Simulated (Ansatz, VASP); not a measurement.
## Ga: VASP beside Ansatz

The input INCAR:

```
SYSTEM = Ga
  ALGO = Normal
  EDIFF = 1E-7
  ENCUT = 520
  GGA = PE
  ISIF = 2
  ISMEAR = -1
  LASPH = .TRUE.
  LCHARG = .FALSE.
  LREAL = .FALSE.
  LWAVE = .FALSE.
  NBANDS = 12
  NELM = 100
  PREC = Accurate
  SIGMA = 0.1
```

The input KPOINTS:

```
k-points
0
G
  21 21 21
  0 0 0
```

The input POSCAR:

```
Ga
1.0
    0.0000000000      2.0884590421      2.0884590421
    2.0884590421      0.0000000000      2.0884590421
    2.0884590421      2.0884590421      0.0000000000
Ga
1
Direct
    0.0000000000      0.0000000000      0.0000000000
```

Input for Ansatz:

```yaml
crystal:
  lattice:
    - [0.0, 2.0884590421, 2.0884590421]
    - [2.0884590421, 0.0, 2.0884590421]
    - [2.0884590421, 2.0884590421, 0.0]
  atoms:
    - { symbol: Ga, position: [0.0, 0.0, 0.0] }
hamiltonian:
  xc: pbe
  pseudopotentials:
    kind: paw
    azcp:
      Ga: "pseudopotentials/Ga.paw.azcp"
basis:
  ecutwfc: 420
  fft_grid_basis: typed
kpoints:
  mp_grid: { grid: [21, 21, 21], shift: [0, 0, 0] }
magnetization:
  spin_polarized: false
scf:
  occupations: { method: fermi_dirac, width: 0.1 }
output:
  stress: true
```

Alike in both runs: task single point; functional PBE; k mesh 21 × 21 × 21; occupations fermi-dirac, width 0.1 eV; no spin polarisation.

```csv
,VASP,Ansatz
version,VASP 6.6.1,Ansatz 0.2.0
potentials or method,"VASP PAW PBE potentials, release 64 (Ga_d), cutoff 520 eV","plane waves (420 eV) with PAW, scalar-relativistic"
valence electrons in the cell,13,13
```

|  | VASP | Ansatz | Ansatz less VASP |
| --- | --- | --- | --- |
| pressure (GPa) | 2.2 | 2.1 | -0.10 |
